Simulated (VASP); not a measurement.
# BiOs2 (P4/nmm) in VASP: further runs

The runs below take BiOs2 through single point, relaxation of cell and atoms, with PBE.

All numbers are computed with VASP 6.6.1; they aren't measurements. Logs are shortened: lines on timing, memory, paths and dates and some standing lists are left out, and cuts for length are marked.

## Step 1: The cell of the first run

It takes space group P4/nmm (No. 129, tetragonal). Conventional cell: a = 3.804 Å, b = 3.804 Å, c = 7.946 Å, α = 90.00°, β = 90.00°, γ = 90.00°. Bi (site symmetry 4mm) has 9 Os at 2.90 to 3.48 Å and 8 Bi at 3.42 to 3.80 Å within 3.9 Å. Within 3.5 Å of Os (site symmetry -4m2) lie 8 Os at 2.63 to 2.69 Å and 4 Bi at 3.48 Å. Within 3.5 Å of Os (site symmetry 4mm) lie 4 Os at 2.63 Å and 5 Bi at 2.90 to 3.21 Å.

## Step 2: Single point, PBE

Input file INCAR:

```
SYSTEM = BiOs2
ALGO     = Fast           ! electronic algorithm
EDIFF    = 1E-6           ! SCF threshold, eV
ENCUT    = 520            ! plane-wave cutoff, eV
GGA      = PE             ! functional
ISIF     = 2              ! what is computed and relaxed
ISMEAR   = 0              ! smearing method
LASPH    = .True.         ! aspherical terms in the spheres
LCHARG   = .False.        ! write CHGCAR
LREAL    = .False.        ! projectors in reciprocal space
LWAVE    = .False.        ! write WAVECAR
NBANDS   = 40             ! bands
NELM     = 60             ! most SCF steps
PREC     = Accurate       ! precision mode
SIGMA    = 0.1            ! smearing width, eV
```

Input file KPOINTS:

```
k-points
0
Gamma
  4 4 4
  0 0 0
```

Input file POSCAR:

```
BiOs2
1.0
    3.8037917033      0.0000000000      0.0000000000
    0.0000000000      3.8037917033      0.0000000000
    0.0000000000      0.0000000000      7.9456293115
Bi Os
2 4
Direct
    0.0000000000      0.5000000000      0.6330495604
    0.5000000000      0.0000000000      0.3669504396
    0.0000000000      0.0000000000      0.0000000000
    0.5000000000      0.5000000000      0.0000000000
    0.0000000000      0.5000000000      0.2293636173
    0.5000000000      0.0000000000      0.7706363827
```

Potentials or basis: VASP PAW PBE potentials, release 64 (Bi_d, Os).

Started as:

```console
> cat potpaw_PBE.64/Bi_d/POTCAR potpaw_PBE.64/Os/POTCAR > POTCAR
> mpirun -np 1 vasp_std > vasp.out
```

OUTCAR:

```text
SYSTEM = BiOs2
   EDIFF = 1E-6
   ENCUT = 520
   GGA = PE
   ISIF = 2
   ISMEAR = 0
   LASPH = .True.
   LREAL = .False.
   NELM = 60
   PREC = Accurate

 ion  position               nearest neighbor table
   1  0.000  0.500  0.633-   6 2.90   6 2.90   6 2.90   6 2.90   5 3.21   2 3.42   2 3.42   2 3.42
                             2 3.42   4 3.48   3 3.48   4 3.48   3 3.48
   2  0.500  0.000  0.367-   5 2.90   5 2.90   5 2.90   5 2.90   6 3.21   1 3.42   1 3.42   1 3.42
                             1 3.42   3 3.48   4 3.48   4 3.48   3 3.48
   3  0.000  0.000  0.000-   5 2.63   6 2.63   5 2.63   6 2.63   4 2.69   4 2.69   4 2.69   4 2.69
                             2 3.48   1 3.48   2 3.48   1 3.48
   4  0.500  0.500  0.000-   5 2.63   6 2.63   6 2.63   5 2.63   3 2.69   3 2.69   3 2.69   3 2.69
                             1 3.48   2 3.48   2 3.48   1 3.48
   5  0.000  0.500  0.229-   3 2.63   4 2.63   3 2.63   4 2.63   2 2.90   2 2.90   2 2.90   2 2.90
                             1 3.21
   6  0.500  0.000  0.771-   3 2.63   4 2.63   4 2.63   3 2.63   1 2.90   1 2.90   1 2.90   1 2.90
                             2 3.21

  LATTYP: Found a simple tetragonal cell.
 ALAT       =     3.8037917033
 C/A-ratio  =     2.0888707719

  Lattice vectors:

 A1 = (   3.8037917033,   0.0000000000,   0.0000000000)
 A2 = (   0.0000000000,   3.8037917033,   0.0000000000)
 A3 = (   0.0000000000,   0.0000000000,   7.9456293115)

Analysis of symmetry for initial positions (statically):
=====================================================================
 Subroutine PRICEL returns:
 Original cell was already a primitive cell.

 Routine SETGRP: Setting up the symmetry group for a
 simple tetragonal supercell.

 Subroutine GETGRP returns: Found 16 space group operations
 (whereof  8 operations were pure point group operations)
 out of a pool of 16 trial point group operations.

The static configuration has the point symmetry D_2d.
 The point group associated with its full space group is D_4h.

Analysis of symmetry for dynamics (positions and initial velocities):
=====================================================================
 Subroutine PRICEL returns:
 Original cell was already a primitive cell.

 Routine SETGRP: Setting up the symmetry group for a
 simple tetragonal supercell.

 Subroutine GETGRP returns: Found 16 space group operations
 (whereof  8 operations were pure point group operations)
 out of a pool of 16 trial point group operations.

The dynamic configuration has the point symmetry D_2d.
 The point group associated with its full space group is D_4h.

 Subroutine INISYM returns: Found 16 space group operations
 (whereof  8 operations are pure point group operations),
 and found     1 'primitive' translations

----------------------------------------------------------------------------------------

                                     Primitive cell

  volume of cell :     114.9640

  direct lattice vectors                    reciprocal lattice vectors
     3.803791703  0.000000000  0.000000000     0.262895573  0.000000000  0.000000000
     0.000000000  3.803791703  0.000000000     0.000000000  0.262895573  0.000000000
     0.000000000  0.000000000  7.945629312     0.000000000  0.000000000  0.125855355

  length of vectors
     3.803791703  3.803791703  7.945629312     0.262895573  0.262895573  0.125855355

  position of ions in fractional coordinates (direct lattice)
     0.000000000  0.500000000  0.633049560
     0.500000000  0.000000000  0.366950440
     0.000000000  0.000000000  0.000000000
     0.500000000  0.500000000  0.000000000
     0.000000000  0.500000000  0.229363617
     0.500000000  0.000000000  0.770636383

  ion indices of the primitive-cell ions
   primitive index   ion index
                 1           1
                 2           2
                 3           3
                 4           4
                 5           5
                 6           6

----------------------------------------------------------------------------------------

[... 48 lines left out ...]
 Gauss-broadening in eV      SIGMA  =   0.10
  energy-cutoff  :      520.00
  volume of cell :      114.96
 maximum number of plane-waves:      3118
   NGX = 15   NGY = 15   NGZ = 29

 number of electron      61.9999992 magnetization

 Free energy of the ion-electron system (eV)
  ---------------------------------------------------
  ext. energy  EPLUGINS =         0.00000000
  ---------------------------------------------------
  free energy    TOTEN  =       -48.83518796 eV

  energy without entropy =      -48.81315179  energy(sigma->0) =      -48.82416988

 E-fermi :   8.9107     XC(G=0): -12.3363

 val. band max:        8.9061799470   @ k =   0.2500   0.0000   0.5000
 cond. band min:       8.9394866294   @ k =   0.2500   0.2500   0.5000
 fundamental gap:      0.0333066824
 Fermi energy:         8.9107495103

 k-point     1 :       0.0000    0.0000    0.0000
  band No.  band energies     occupation
      1     -14.1062      2.00000
      2     -14.0891      2.00000
      3     -14.0886      2.00000
      4     -14.0886      2.00000
      5     -14.0627      2.00000
      6     -14.0206      2.00000
[... 32 lines left out ...]
     39      13.0006      0.00000
     40      13.0318      0.00000

 k-point     2 :       0.2500    0.0000    0.0000
  band No.  band energies     occupation
      1     -14.0984      2.00000
      2     -14.0976      2.00000
      3     -14.0828      2.00000
      4     -14.0773      2.00000
      5     -14.0424      2.00000
      6     -14.0359      2.00000
[... 32 lines left out ...]
     39      12.0024      0.00000
     40      13.0675      0.00000

 k-point     3 :       0.5000    0.0000    0.0000
  band No.  band energies     occupation
      1     -14.0983      2.00000
      2     -14.0983      2.00000
      3     -14.0773      2.00000
      4     -14.0773      2.00000
      5     -14.0509      2.00000
      6     -14.0509      2.00000
[... 595 lines left out ...]
  band No.  band energies     occupation
      1     -14.1214      2.00000
      2     -14.1214      2.00000
      3     -14.0629      2.00000
      4     -14.0629      2.00000
      5     -14.0304      2.00000
      6     -14.0304      2.00000
[... 32 lines left out ...]
     39      12.4199      0.00000
     40      12.4221      0.00000

 k-point    18 :       0.5000    0.5000    0.5000
  band No.  band energies     occupation
      1     -14.1256      2.00000
      2     -14.1256      2.00000
      3     -14.0852      2.00000
      4     -14.0852      2.00000
      5     -14.0028      2.00000
      6     -14.0028      2.00000
[... 32 lines left out ...]
     39      11.9884      0.00000
     40      11.9887      0.00000

------------------------ aborting loop because EDIFF is reached ----------------------------------------

  FORCE on cell =-STRESS in cart. coord.  units (eV):
  Direction    XX          YY          ZZ          XY          YZ          ZX
  --------------------------------------------------------------------------------------
  -------------------------------------------------------------------------------------
  Total       -0.1364566     -0.1364566     -0.0966977      0.0000000      0.0000000      0.0000000
  in kB       -1.9017061     -1.9017061     -1.3476117      0.0000000      0.0000000      0.0000000
  external PRESSURE =      -1.7170080 kB  Pullay stress =       0.0000000 kB

 VOLUME and BASIS-vectors are now :
 -----------------------------------------------------------------------------
  energy-cutoff  :      520.00
  volume of cell :      114.96
      direct lattice vectors                 reciprocal lattice vectors
     3.803791703  0.000000000  0.000000000     0.262895573  0.000000000  0.000000000
     0.000000000  3.803791703  0.000000000     0.000000000  0.262895573  0.000000000
     0.000000000  0.000000000  7.945629312     0.000000000  0.000000000  0.125855355

 POSITION                                       TOTAL-FORCE (eV/Angst)
 -----------------------------------------------------------------------------------
      0.00000      1.90190      5.02998        -0.000000      0.000000      0.000474
      1.90190      0.00000      2.91565         0.000000      0.000000     -0.000474
      0.00000      0.00000      0.00000        -0.000000      0.000000      0.000000
      1.90190      1.90190      0.00000        -0.000000     -0.000000      0.000000
      0.00000      1.90190      1.82244        -0.000000      0.000000     -0.018414
      1.90190      0.00000      6.12319        -0.000000     -0.000000      0.018414
 -----------------------------------------------------------------------------------
    total drift:                                0.000000      0.000000      0.000000

  FREE ENERGIE OF THE ION-ELECTRON SYSTEM (eV)
  ---------------------------------------------------
  free  energy   TOTEN  =       -48.8351879564 eV

  energy  without entropy=      -48.8131517942  energy(sigma->0) =      -48.82416988
```

Run time: 42 s. Hardware: 1 thread of Intel Xeon 6975P-C (Granite Rapids), shared host; peak memory 0.24 GiB.

Results:

* Free energy: -48.8352 eV
* Pressure: -0.2 GPa
* Largest force: 0.018 eV/Å
* Band gap on the k mesh: zero (bands 31 and 32 overlap by 0.89 eV)

Forces in eV/Å, atoms in the order of the input:
```
Bi   0.000  0.000  0.000
Bi   0.000  0.000  0.000
Os   0.000  0.000  0.000
Os   0.000  0.000  0.000
Os   0.000  0.000 -0.018
Os   0.000  0.000  0.018
```

Levels at points of the mesh, in eV from the Fermi level:
```tsv
k point	band 29	band 30	band 31	band 32	band 33	band 34
(0.00, 0.00, 0.00)	-0.76	-0.56	-0.56	0.65	0.65	1.32
(0.50, 0.00, 0.00)	-0.95	-0.95	-0.33	-0.33	0.54	0.54
(0.50, 0.50, 0.00)	-1.80	-1.80	-0.11	-0.11	0.27	0.27
(0.00, 0.00, 0.50)	0.44	0.47	0.47	1.32	1.41	1.41
(0.50, 0.00, 0.50)	-1.24	-1.24	-0.42	-0.42	0.76	0.76
(0.50, 0.50, 0.50)	-0.97	-0.97	-0.08	-0.08	0.89	0.89
```

Caveat: the k points lie up to 0.41 Å⁻¹ apart, too coarse for converged energies and pressures of a metal; spin-orbit coupling is left out, which moves the levels of the heavy elements.

## Step 3: Relaxation of cell and atoms, PBE

This run uses another cell than the first one, of 17.70 Å³/atom.

Input file INCAR:

```
ALGO = Normal
EDIFF = 1E-6
EDIFFG = -0.04
ENCUT = 600
GGA = PE
IBRION = 2
ISIF = 3
ISMEAR = 0
LASPH = True
LCHARG = False
LREAL = False
LWAVE = False
NELM = 100
NSW = 90
PREC = Accurate
SIGMA = 0.1
```

Input file KPOINTS:

```
k-points
0
Gamma
  4 4 4
```

Input file POSCAR:

```
BiOs2
1.0
    4.1131702760      0.0000000000      0.0000000000
    0.0000000000      4.1131702760      0.0000000000
    0.0000000000      0.0000000000      6.2758818014
Bi Os
2 4
Direct
    0.0000000000      0.5000000000      0.7000000000
    0.5000000000      0.0000000000      0.3000000000
    0.0000000000      0.0000000000      0.0000000000
    0.5000000000      0.5000000000      0.0000000000
    0.0000000000      0.5000000000      0.2700000000
    0.5000000000      0.0000000000      0.7300000000
```

Potentials or basis: VASP PAW PBE potentials, release 64 (Bi_d, Os).

Started as:

```console
> cat potpaw_PBE.64/Bi_d/POTCAR potpaw_PBE.64/Os/POTCAR > POTCAR
> mpirun -np 1 vasp_std > vasp.out
```

Run time: 11 min. Hardware: 1 thread of Intel Xeon 6975P-C (Granite Rapids), shared host; peak memory 0.29 GiB.

The run converged. Its results:

```yaml
Free_energy: -48.8272 eV
Relaxed_volume: 19.13 Å³/atom
Relaxed_cell: a = 3.797 Å, b = 3.797 Å, c = 7.959 Å, α = 90.00°, β = 90.00°, γ = 90.00°
Space_group_after_relaxing_to_0.1_Å: P4/nmm (No. 129)
Energy_gained_by_relaxing: 417.9 meV/atom
Ionic_steps: 24
Pressure_after_relaxing: 0.2 GPa
Largest_force_after_relaxing: 0.040 eV/Å
Band_gap_on_the_k_mesh: zero (bands 31 and 32 overlap by 0.90 eV)
```

Forces in eV/Å, atoms in the order of the input:
```
Bi   0.000  0.000 -0.018
Bi   0.000  0.000  0.018
Os   0.000  0.000  0.000
Os   0.000  0.000  0.000
Os   0.000  0.000 -0.040
Os   0.000  0.000  0.040
```

Stress tensor (GPa, compression positive):
```
 0.33  0.00  0.00
 0.00  0.33  0.00
 0.00  0.00 -0.10
```

The path:
| step | energy change (eV) | largest force (eV/Å) | pressure (GPa) | volume (Å³) |
| --- | --- | --- | --- | --- |
| 1 | 0.0000 | 1.9914 | 16.79 | 106.18 |
| 2 | 1.3190 | 3.1689 | -23.59 | 137.13 |
| 3 | -0.5700 | 1.8563 | -3.84 | 115.92 |
| 4 | -0.5733 | 1.7880 | -2.76 | 115.25 |
| 5 | -1.0449 | 1.3364 | -1.58 | 115.02 |
| 6 | -1.5966 | 1.4225 | 2.57 | 114.41 |
| 7 | -1.2264 | 4.1925 | 21.33 | 112.35 |
| 8 | -1.8044 | 1.3392 | 7.56 | 113.85 |
| 9 | -2.0013 | 0.8952 | 2.57 | 117.07 |
| 10 | -2.0718 | 0.6548 | -2.42 | 121.06 |
| 11 | -2.0724 | 0.6627 | -2.07 | 120.75 |
| 12 | -2.1144 | 0.7707 | -1.71 | 120.35 |
| 13 | -2.2480 | 1.1784 | -0.43 | 119.08 |
| 14 | -2.3502 | 1.4210 | 2.82 | 116.27 |
| 15 | -2.3647 | 1.4101 | 1.64 | 117.17 |
| 16 | -2.4135 | 0.8514 | -0.61 | 117.68 |
| 17 | -2.4166 | 0.6929 | -1.27 | 117.83 |
| 18 | -2.4409 | 0.6319 | -0.61 | 117.04 |
| 19 | -2.4800 | 0.4089 | 1.70 | 114.71 |
| 20 | -2.4965 | 0.1563 | -0.43 | 115.48 |
| 21 | -2.4969 | 0.1459 | -0.85 | 115.64 |
| 22 | -2.5033 | 0.0849 | -0.53 | 115.27 |
| 23 | -2.5063 | 0.1226 | -0.08 | 114.82 |
| 24 | -2.5073 | 0.0397 | 0.18 | 114.77 |

Final structure:
```xyz
6
Lattice="3.7974 0.0000 0.0000 0.0000 3.7974 0.0000 0.0000 0.0000 7.9590" Properties=species:S:1:pos:R:3 pbc="T T T"
Bi    0.0000    1.8987    5.0411
Bi    1.8987    0.0000    2.9180
Os    0.0000    0.0000    0.0000
Os    1.8987    1.8987    0.0000
Os    0.0000    1.8987    1.8270
Os    1.8987    0.0000    6.1321
```

Levels at points of the mesh, in eV from the Fermi level:
```
           k point  band 27  band 28  band 29  band 30  band 31  band 32  band 33  band 34  band 35  band 36
(0.00, 0.00, 0.00)    -0.83    -0.76    -0.76    -0.54    -0.54     0.66     0.66     1.35     1.52     2.48
(0.50, 0.00, 0.00)    -1.28    -1.28    -0.96    -0.96    -0.33    -0.33     0.55     0.55     1.31     1.31
(0.50, 0.50, 0.00)    -1.81    -1.81    -1.80    -1.80    -0.12    -0.12     0.27     0.27     1.42     1.43
(0.00, 0.00, 0.50)    -0.98    -0.96     0.42     0.48     0.48     1.34     1.42     1.42     1.58     1.63
(0.50, 0.00, 0.50)    -1.42    -1.42    -1.25    -1.25    -0.42    -0.42     0.76     0.76     1.10     1.10
(0.50, 0.50, 0.50)    -1.89    -1.89    -0.96    -0.96    -0.09    -0.09     0.89     0.89     1.42     1.56
```

Caveat: the k points lie up to 0.41 Å⁻¹ apart in the final cell, too coarse for converged energies and pressures of a metal; a cell axis changed by over 15 % at a fixed basis, so the end point is rough; spin-orbit coupling is left out, which moves the levels of the heavy elements.

## Step 4: Single point, PBE

Input file INCAR:

```
SYSTEM = BiOs2
  PREC = Accurate
  ENCUT = 520
  EDIFF = 1E-6
  ISMEAR = 0
  SIGMA = 0.1
  LREAL = .FALSE.
  LASPH = .TRUE.
  NELM = 100
  ALGO = Fast
  ISIF = 2
  LWAVE = .FALSE.
  LCHARG = .FALSE.
  GGA = PE
  NBANDS = 40
```

Input file KPOINTS:

```
regular mesh
0
G
  10 10 6
  0 0 0
```

Input file POSCAR:

```
BiOs2
1.0
    3.7987230761      0.0000000000      0.0000000000
    0.0000000000      3.7987230761      0.0000000000
    0.0000000000      0.0000000000      7.9770064037
Bi Os
2 4
Direct
    0.0000000000      0.5000000000      0.6358864441
    0.5000000000      0.0000000000      0.3641135559
    0.0000000000      0.0000000000      0.0000000000
    0.5000000000      0.5000000000      0.0000000000
    0.0000000000      0.5000000000      0.2292645300
    0.5000000000      0.0000000000      0.7707354700
```

Started as:

```console
> cat potpaw_PBE.64/Bi_d/POTCAR potpaw_PBE.64/Os/POTCAR > POTCAR
> mpirun -np 1 vasp_std > vasp.out
```

It took 2.6 min on 1 thread of Intel Xeon 6975P-C (Granite Rapids), shared host; peak memory 0.43 GiB.

The run converged. Its results:

- Free energy: -48.7643 eV
- Pressure: 0.0 GPa
- Band gap on the k mesh: zero (bands 31 and 32 overlap by 0.94 eV)

Levels at points of the mesh, in eV from the Fermi level:
```csv
k point,band 27,band 28,band 29,band 30,band 31,band 32,band 33,band 34,band 35,band 36
"(0.00, 0.00, 0.00)",-0.81,-0.80,-0.80,-0.50,-0.50,0.68,0.68,1.45,1.54,2.44
"(0.50, 0.00, 0.00)",-1.24,-1.24,-0.94,-0.94,-0.32,-0.32,0.57,0.57,1.30,1.30
"(0.50, 0.50, 0.00)",-1.81,-1.81,-1.79,-1.79,-0.08,-0.08,0.27,0.27,1.41,1.41
"(0.00, 0.00, 0.50)",-0.97,-0.95,0.41,0.52,0.52,1.35,1.35,1.45,1.61,1.65
"(0.50, 0.00, 0.50)",-1.37,-1.37,-1.22,-1.22,-0.42,-0.42,0.77,0.77,1.10,1.10
"(0.50, 0.50, 0.50)",-1.88,-1.88,-0.98,-0.98,-0.05,-0.05,0.89,0.89,1.44,1.44
```

Caveat: spin-orbit coupling is left out, which moves the levels of the heavy elements.

## Step 5: Overview

| task | cell | k mesh | cutoff (eV) | gap on the mesh (eV) | pressure (GPa) | largest force (eV/Å) |
| --- | --- | --- | --- | --- | --- | --- |
| single point | a = 3.804, b = 3.804, c = 7.946 Å, 6 atoms, atomic positions A | 4 × 4 × 4 | 520 | none | -0.2 | 0.02 |
| relaxation of cell and atoms | relaxed from a = 4.113, b = 4.113, c = 6.276 Å, 6 atoms, atomic positions B | 4 × 4 × 4 | 600 | none | 0.2 | 0.04 |
| single point | a = 3.799, b = 3.799, c = 7.977 Å, 6 atoms, atomic positions C | 10 × 10 × 6 | 520 | none | 0.0 | - |

Alike in all rows: level PBE; potentials or basis VASP PAW PBE potentials, release 64 (Bi_d, Os); no spin polarisation; smearing gaussian 0.1 eV.

Caveats: some runs use coarse meshes; spin-orbit coupling is left out, which moves the levels of the heavy elements; a cell axis changed by over 15 % at a fixed basis, so the end point is rough (at least some runs).

Absolute energies hang on the potentials; compare differences alone.
